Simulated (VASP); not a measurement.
Input of a VASP 6.6.1 run:

The input POSCAR:

```
TePb
1.0
    0.0000000000      3.1371233749      3.2824757153
    3.1371233749      0.0000000000      3.2824757153
    3.1371233749      3.1371233749      0.0000000000
Pb Te
1 1
Direct
    0.0000000000      0.0000000000      0.0000000000
    0.5000000000      0.5000000000      0.5000000000
```

INCAR.step1

```
PREC = Accurate
ENCUT = 520
ISMEAR = 0
SIGMA = 0.01
LREAL = False
LASPH = True
NELM = 100
NBANDS = 17
GGA = PE
ALGO = Normal
EDIFF = 1E-4
LWAVE = True
LCHARG = False
```

File INCAR.step2:

```
PREC = Accurate
ENCUT = 520
EDIFF = 1E-6
ISMEAR = 0
SIGMA = 0.01
LREAL = False
LASPH = True
NELM = 100
ALGO = Normal
ISIF = 2
LWAVE = False
LCHARG = False
METAGGA = R2SCAN
LMIXTAU = True
NBANDS = 17
ISTART = 1
```

Contents of KPOINTS:

```
regular mesh
0
Gamma
  8 8 8
```

Potentials or basis: VASP PAW PBE potentials, release 64 (Pb_d, Te).

Command:

```sh
$ cat potpaw_PBE.64/Pb_d/POTCAR potpaw_PBE.64/Te/POTCAR > POTCAR
$ cp INCAR.step1 INCAR
$ mpirun -np 1 vasp_std > vasp.out
$ cp INCAR.step2 INCAR
$ mpirun -np 1 vasp_std > vasp.out
```

**Question.** Estimate the pressure.

**Answer.** 4.2 GPa.

**Question.** Predict the band gap on the k mesh.

**Answer.** 0.77 eV, direct.

Stress tensor (GPa, compression positive):
```
 6.29  0.00  0.00
 0.00  6.29  0.00
 0.00  0.00 -0.06
```

Caveat: the cell differs from its parent crystal (epitaxial xy strain -4.0%); the PAW data sets were made with another functional, which shifts forces and pressure a little; spin-orbit coupling is left out, which moves the levels of the heavy elements. A k mesh can miss the band edges.
